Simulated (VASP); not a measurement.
# AgCl (Fm-3m) in VASP: notebook

The runs below take AgCl through single point, with PBE.

All numbers are computed with VASP 6.6.1; they aren't measurements. Logs are shortened: lines on timing, memory, paths and dates and some standing lists are left out, and cuts for length are marked.

### Step 1. The cell of the first run

It takes space group Fm-3m (No. 225, cubic). Conventional cell: a = 5.470 Å, b = 5.470 Å, c = 5.470 Å, α = 90.00°, β = 90.00°, γ = 90.00°. Ag (site symmetry m-3m) has 6 Cl at 2.73 Å within 3.6 Å. Cl (site symmetry m-3m) has 6 Ag at 2.73 Å within 3.6 Å.

### Step 2. Single point, PBE

Contents of INCAR:

```
SYSTEM = AgCl
PREC = Accurate
ENCUT = 500
EDIFF = 1E-6
ISMEAR = 0
SIGMA = 0.01
LREAL = .FALSE.
LASPH = .TRUE.
NELM = 120
ALGO = Normal
ISIF = 2
LWAVE = .FALSE.
LCHARG = .TRUE.
GGA = PE
LELF = .TRUE.
LVHAR = .TRUE.
NBANDS = 16
GGA_COMPAT = .FALSE.
```

Contents of KPOINTS:

```
Automatic mesh
0
G
  5 5 5
  0 0 0
```

Contents of POSCAR:

```
AgCl
1.0
    0.0000000000      2.7350000000      2.7350000000
    2.7350000000      0.0000000000      2.7350000000
    2.7350000000      2.7350000000      0.0000000000
Ag Cl
1 1
Direct
    0.0000000000      0.0000000000      0.0000000000
    0.5000000000      0.5000000000      0.5000000000
```

Potentials or basis: VASP PAW PBE potentials, release 64 (Ag, Cl).

Run with:

```sh
$ cat potpaw_PBE.64/Ag/POTCAR potpaw_PBE.64/Cl/POTCAR > POTCAR
$ mpirun -np 1 vasp_std > vasp.out
```

OUTCAR:

```text
SYSTEM = AgCl
   PREC = Accurate
   ENCUT = 500
   EDIFF = 1E-6
   ISMEAR = 0
   LREAL = .FALSE.
   LASPH = .TRUE.
   NELM = 120
   ISIF = 2
   GGA = PE

 ion  position               nearest neighbor table
   1  0.000  0.000  0.000-   2 2.73   2 2.73   2 2.73   2 2.73   2 2.73   2 2.73
   2  0.500  0.500  0.500-   1 2.73   1 2.73   1 2.73   1 2.73   1 2.73   1 2.73

  LATTYP: Found a face centered cubic cell.
 ALAT       =     5.4700000000

  Lattice vectors:

 A1 = (   0.0000000000,   2.7350000000,   2.7350000000)
 A2 = (   2.7350000000,   0.0000000000,   2.7350000000)
 A3 = (   2.7350000000,   2.7350000000,   0.0000000000)

Analysis of symmetry for initial positions (statically):
=====================================================================
 Subroutine PRICEL returns:
 Original cell was already a primitive cell.

 Routine SETGRP: Setting up the symmetry group for a
 face centered cubic supercell.

 Subroutine GETGRP returns: Found 48 space group operations
 (whereof 48 operations were pure point group operations)
 out of a pool of 48 trial point group operations.

The static configuration has the point symmetry O_h .

Analysis of symmetry for dynamics (positions and initial velocities):
=====================================================================
 Subroutine PRICEL returns:
 Original cell was already a primitive cell.

 Routine SETGRP: Setting up the symmetry group for a
 face centered cubic supercell.

 Subroutine GETGRP returns: Found 48 space group operations
 (whereof 48 operations were pure point group operations)
 out of a pool of 48 trial point group operations.

The dynamic configuration has the point symmetry O_h .

 Subroutine INISYM returns: Found 48 space group operations
 (whereof 48 operations are pure point group operations),
 and found     1 'primitive' translations

----------------------------------------------------------------------------------------

                                     Primitive cell

  volume of cell :      40.9168

  direct lattice vectors                    reciprocal lattice vectors
     0.000000000  2.735000000  2.735000000    -0.182815356  0.182815356  0.182815356
     2.735000000  0.000000000  2.735000000     0.182815356 -0.182815356  0.182815356
     2.735000000  2.735000000  0.000000000     0.182815356  0.182815356 -0.182815356

  length of vectors
     3.867874093  3.867874093  3.867874093     0.316645486  0.316645486  0.316645486

  position of ions in fractional coordinates (direct lattice)
     0.000000000  0.000000000  0.000000000
     0.500000000  0.500000000  0.500000000

  ion indices of the primitive-cell ions
   primitive index   ion index
                 1           1
                 2           2

----------------------------------------------------------------------------------------

 KPOINTS: Automatic mesh

Automatic generation of k-mesh.
 Grid dimensions read from file:
 generate k-points for:    5    5    5

 Generating k-lattice:

  Cartesian coordinates                     Fractional coordinates (reciprocal lattice)
    -0.036563071  0.036563071  0.036563071     0.200000000  0.000000000  0.000000000
     0.036563071 -0.036563071  0.036563071     0.000000000  0.200000000  0.000000000
     0.036563071  0.036563071 -0.036563071     0.000000000  0.000000000  0.200000000

  Length of vectors
     0.063329097  0.063329097  0.063329097

  Shift w.r.t. Gamma in fractional coordinates (k-lattice)
     0.000000000  0.000000000  0.000000000

 Subroutine IBZKPT returns following result:
 ===========================================

 Found     10 irreducible k-points:

 Following reciprocal coordinates:
            Coordinates               Weight
  0.000000  0.000000  0.000000      1.000000
  0.200000  0.000000  0.000000      8.000000
  0.400000  0.000000  0.000000      8.000000
  0.200000  0.200000  0.000000      6.000000
  0.400000  0.200000  0.000000     24.000000
 -0.400000  0.200000  0.000000     24.000000
 -0.200000  0.200000  0.000000     12.000000
  0.400000  0.400000  0.000000      6.000000
 -0.400000  0.400000  0.000000     12.000000
 -0.400000  0.400000  0.200000     24.000000
   k-points           NKPTS =     10   k-points in BZ     NKDIM =     10   number of bands    NBANDS=     16
   number of dos      NEDOS =    301   number of ions     NIONS =      2
   total plane-waves  NPLWV =  21952
   dimension x,y,z NGX =    28 NGY =   28 NGZ =   28
   dimension x,y,z NGXF=    56 NGYF=   56 NGZF=   56
   ions per type =               1   1
   NGX,Y,Z   is equivalent  to a cutoff of  12.03, 12.03, 12.03 a.u.
   NGXF,Y,Z  is equivalent  to a cutoff of  24.07, 24.07, 24.07 a.u.
 SYSTEM =  AgCl
   PREC   = accura    normal or accurate (medium, high low for compatibility)
   ISTART =      0    job   : 0-new  1-cont  2-samecut
   ICHARG =      2    charge: 1-file 2-atom 10-const
   ISPIN  =      1    spin polarized calculation?
   LNONCOLLINEAR =      F non collinear calculations
   LSORBIT =      F    spin-orbit coupling
   LASPH  =      T    aspherical Exc in radial PAW
   ENCUT  =  500.0 eV  36.75 Ry    6.06 a.u.   7.05  7.05  7.05*2*pi/ulx,y,z
   NELM   =    120;   NELMIN=  2; NELMDL= -5     # of ELM steps
   EDIFF  = 0.1E-05   stopping-criterion for ELM
   LREAL  =      F    real-space projection
   EDIFFG = 0.1E-04   stopping-criterion for IOM
   NSW    =      0    number of steps for IOM
   IBRION =     -1    ionic relax: 0-MD 1-quasi-New 2-CG
   NFREE  =      0    steps in history (QN), initial steepest desc. (CG)
   ISIF   =      2    stress and relaxation
   ISYM   =      2    0-nonsym 1-usesym 2-fastsym
   POTIM  = 0.5000    time-step for ionic-motion
   TEBEG  =    0.0;   TEEND  =   0.0 temperature during run
   PSTRESS=    0.0 pullay stress
   NELECT =      18.0000    total number of electrons
   NUPDOWN=      -1.0000    fix difference up-down
   EMIN   =  10.00;   EMAX   =-10.00  energy-range for DOS
   EFERMI =   0.00;   METHOD = LEGACY
   ISMEAR =     0;   SIGMA  =   0.01  broadening in eV -4-tet -1-fermi 0-gaus
   EFERMI_NEDOS =   21; number of points for ismear=-14 and -15
   IALGO  =     38    algorithm
   IMIX   =      4    mixing-type and parameters
     AMIX     =   0.40;   BMIX     =  1.00
     AMIX_MAG =   1.60;   BMIX_MAG =  1.00
  volume/ion in A,a.u.               =      20.46       138.06
  Fermi-wavevector in a.u.,A,eV,Ry     =   1.245083  2.352866 21.092186  1.550232
  Thomas-Fermi vector in A             =   2.379321
   LORBIT       =      0    0 simple, 1 ext, 2 COOP (PROOUT), +10 PAW based schemes
   GGA     = PE    functional components
   LHFCALC =     F    Hartree Fock is set to
   AEXX    =    0.0000 exact exchange contribution
   IVDW    =     0    specifies the selected vdW correction
   LEPSILON=     F    determine dielectric tensor
   LRPA    =     F    only Hartree local field effects (RPA)
 non-spin polarized calculation
 Gauss-broadening in eV      SIGMA  =   0.01
  energy-cutoff  :      500.00
  volume of cell :       40.92
 maximum number of plane-waves:      1047
   NGX = 15   NGY = 15   NGZ = 15

 number of electron      18.0000000 magnetization

 Free energy of the ion-electron system (eV)
  ---------------------------------------------------
  ext. energy  EPLUGINS =         0.00000000
  ---------------------------------------------------
  free energy    TOTEN  =        -5.36313435 eV

  energy without entropy =       -5.36313435  energy(sigma->0) =       -5.36313435

 E-fermi :   4.2856     XC(G=0): -10.1841

 val. band max:        4.2011725149   @ k =   0.4000   0.0000   0.0000
 cond. band min:       5.2605043952   @ k =   0.0000   0.0000   0.0000
 fundamental gap:      1.0593318803
 Fermi energy:         4.2855833188

 k-point     1 :       0.0000    0.0000    0.0000
  band No.  band energies     occupation
      1     -11.0755      2.00000
      2       1.7432      2.00000
      3       1.7432      2.00000
      4       1.7432      2.00000
      5       1.7868      2.00000
      6       1.7868      2.00000
[... 8 lines left out ...]
     15      17.9242      0.00000
     16      17.9242      0.00000

 k-point     2 :       0.2000    0.0000    0.0000
  band No.  band energies     occupation
      1     -10.9143      2.00000
      2       0.3211      2.00000
      3       0.6598      2.00000
      4       0.6598      2.00000
      5       1.8810      2.00000
      6       1.8810      2.00000
[... 8 lines left out ...]
     15      16.4439      0.00000
     16      17.1222      0.00000

 k-point     3 :       0.4000    0.0000    0.0000
  band No.  band energies     occupation
      1     -10.6301      2.00000
      2      -1.0377      2.00000
      3       0.0070      2.00000
      4       0.0070      2.00000
      5       2.1096      2.00000
      6       2.1096      2.00000
[... 8 lines left out ...]
     15      17.6729      0.00000
     16      17.6729      0.00000

 k-point     4 :       0.2000    0.2000    0.0000
  band No.  band energies     occupation
      1     -10.8757      2.00000
      2      -0.1460      2.00000
      3       1.1632      2.00000
      4       1.1632      2.00000
      5       1.6161      2.00000
      6       1.8580      2.00000
[... 8 lines left out ...]
     15      18.6512      0.00000
     16      20.0467      0.00000

 k-point     5 :       0.4000    0.2000    0.0000
  band No.  band energies     occupation
      1     -10.6581      2.00000
      2      -0.6449      2.00000
      3       0.2684      2.00000
      4       0.4607      2.00000
      5       1.8208      2.00000
      6       2.1497      2.00000
[... 8 lines left out ...]
     15      18.7613      0.00000
     16      19.5254      0.00000

 k-point     6 :      -0.4000    0.2000    0.0000
  band No.  band energies     occupation
      1     -10.5584      2.00000
      2      -0.8686      2.00000
      3       0.0070      2.00000
      4       0.0083      2.00000
      5       2.0961      2.00000
      6       2.1422      2.00000
[... 8 lines left out ...]
     15      17.6375      0.00000
     16      19.5279      0.00000

 k-point     7 :      -0.2000    0.2000    0.0000
  band No.  band energies     occupation
      1     -10.7249      2.00000
      2      -0.5362      2.00000
      3       0.1104      2.00000
      4       0.6020      2.00000
      5       1.9522      2.00000
      6       2.0919      2.00000
[... 8 lines left out ...]
     15      18.4911      0.00000
     16      19.5393      0.00000

 k-point     8 :       0.4000    0.4000    0.0000
  band No.  band energies     occupation
      1     -10.6033      2.00000
      2      -0.4430      2.00000
      3       1.0487      2.00000
      4       1.0487      2.00000
      5       1.4143      2.00000
      6       1.9749      2.00000
[... 8 lines left out ...]
     15      19.7508      0.00000
     16      20.2330      0.00000

 k-point     9 :      -0.4000    0.4000    0.0000
  band No.  band energies     occupation
      1     -10.5422      2.00000
      2      -0.1751      2.00000
      3       0.1161      2.00000
      4       0.4709      2.00000
      5       1.7954      2.00000
      6       2.2394      2.00000
[... 8 lines left out ...]
     15      18.4566      0.00000
     16      20.1402      0.00000

 k-point    10 :      -0.4000    0.4000    0.2000
  band No.  band energies     occupation
      1     -10.5489      2.00000
      2      -0.4401      2.00000
      3       0.0668      2.00000
      4       0.2759      2.00000
      5       2.0638      2.00000
      6       2.1649      2.00000
[... 8 lines left out ...]
     15      18.3042      0.00000
     16      20.2790      0.00000

------------------------ aborting loop because EDIFF is reached ----------------------------------------

  FORCE on cell =-STRESS in cart. coord.  units (eV):
  Direction    XX          YY          ZZ          XY          YZ          ZX
  --------------------------------------------------------------------------------------
  -------------------------------------------------------------------------------------
  Total        0.9738766      0.9738766      0.9738766     -0.0000000     -0.0000000     -0.0000000
  in kB       38.1340160     38.1340160     38.1340160     -0.0000000     -0.0000000     -0.0000000
  external PRESSURE =      38.1340160 kB  Pullay stress =       0.0000000 kB

 VOLUME and BASIS-vectors are now :
 -----------------------------------------------------------------------------
  energy-cutoff  :      500.00
  volume of cell :       40.92
      direct lattice vectors                 reciprocal lattice vectors
     0.000000000  2.735000000  2.735000000    -0.182815356  0.182815356  0.182815356
     2.735000000  0.000000000  2.735000000     0.182815356 -0.182815356  0.182815356
     2.735000000  2.735000000  0.000000000     0.182815356  0.182815356 -0.182815356

 POSITION                                       TOTAL-FORCE (eV/Angst)
 -----------------------------------------------------------------------------------
      0.00000      0.00000      0.00000         0.000000      0.000000     -0.000000
      2.73500      2.73500      2.73500         0.000000      0.000000      0.000000
 -----------------------------------------------------------------------------------
    total drift:                                0.000000      0.000000      0.000000

  FREE ENERGIE OF THE ION-ELECTRON SYSTEM (eV)
  ---------------------------------------------------
  free  energy   TOTEN  =        -5.3631343522 eV

  energy  without entropy=       -5.3631343522  energy(sigma->0) =       -5.36313435
```

It took 14 s on 1 thread of Intel Xeon 8259CL, shared host; peak memory 0.15 GiB.

Results:

- Free energy: -5.3631 eV
- Pressure: 3.8 GPa
- Band gap on the k mesh: 1.06 eV (least direct gap 3.40 eV)

Levels at points of the mesh, in eV from the valence-band top:
| k point | band 6 | band 7 | band 8 | band 9 | band 10 | band 11 | band 12 | band 13 |
| --- | --- | --- | --- | --- | --- | --- | --- | --- |
| (0.00, 0.00, 0.00) | -2.41 | -2.34 | -2.34 | -2.34 | 1.06 | 10.99 | 10.99 | 10.99 |

Caveat: the cell stands under pressure; an odd mesh through Γ misses points on the zone boundary, where band edges can lie.

[end of part 1 of 2]
